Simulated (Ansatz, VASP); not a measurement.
One calculation of Ni, two programs

```
CELL_PARAMETERS angstrom
0.00000 1.73165 1.73165
1.73165 0.00000 1.73165
1.73165 1.73165 0.00000
ATOMIC_POSITIONS crystal
Ni 0.00000 0.00000 0.00000
```

Alike in both runs: functional PBEsol; k mesh 20 × 20 × 20; occupations fermi-dirac, width 0.05 eV; collinear spin.

Ansatz relaxed the structure, and its values are those at the end. VASP's run is a single point on that final structure, the one shown.

```csv
,VASP,Ansatz
version,VASP 6.6.1,Ansatz 0.2.0
potentials or method,"VASP PAW PBE potentials, release 64 (Ni), cutoff 520 eV","all-electron LAPW, scalar-relativistic"
```

Ansatz gave:

```
pressure (GPa)                                                : 0.0
net moment per atom (μB)                                      : 0.63
size of the moment on the site where the two differ most (μB) : 0.66
```

Problem. Estimate VASP's values.

Solution. Pressure (GPa): 0.0; net moment per atom (μB): 0.62; size of the moment on the site where the two differ most (μB): 0.63.

VASP's potentials were made for PBE, not for PBEsol. Site moments also hang on the region over which each program counts them. Ansatz ran all-electron here, and VASP with PAW potentials.
